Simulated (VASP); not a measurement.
A run of VASP 6.6.1:

INCAR

```
SYSTEM = AlNi3
PREC     = Accurate       ! precision mode
ENCUT    = 520            ! plane-wave cutoff, eV
EDIFF    = 1E-6           ! SCF threshold, eV
ISMEAR   = -1             ! smearing method
SIGMA    = 0.03           ! smearing width, eV
LREAL    = .FALSE.        ! projectors in reciprocal space
LASPH    = .TRUE.         ! aspherical terms in the spheres
NELM     = 80             ! most SCF steps
ALGO     = Normal         ! electronic algorithm
ISIF     = 2              ! what is computed and relaxed
LWAVE    = .FALSE.        ! write WAVECAR
LCHARG   = .TRUE.         ! write CHGCAR
GGA      = PE             ! functional
LELF     = .TRUE.         ! ELF
LVHAR    = .TRUE.       
NBANDS   = 24             ! bands
```

The input KPOINTS:

```
regular mesh
0
G
  10 10 10
  0 0 0
```

The input POSCAR:

```
AlNi3
1.0
    3.3503142144      0.0000000000      0.0000000000
    0.0000000000      3.3503142144      0.0000000000
    0.0000000000      0.0000000000      3.3503142144
Al Ni
1 3
Direct
    0.0000000000      0.0000000000      0.0000000000
    0.0000000000      0.5000000000      0.5000000000
    0.5000000000      0.0000000000      0.5000000000
    0.5000000000      0.5000000000      0.0000000000
```

Potentials or basis: VASP PAW PBE potentials, release 64 (Al, Ni).

Command:

```sh
$ cat potpaw_PBE.64/Al/POTCAR potpaw_PBE.64/Ni/POTCAR > POTCAR
$ mpirun -np 1 vasp_std > vasp.out
```

Hardware: 1 thread of AMD EPYC 9R14 (Zen 4), with other jobs on the host.

Question: How long does it take, and how much memory?

Answer: It took 39 s on 1 thread of AMD EPYC 9R14 (Zen 4) (shared host), peak memory 0.15 GiB. Counts: scf iterations 13, k points 56.
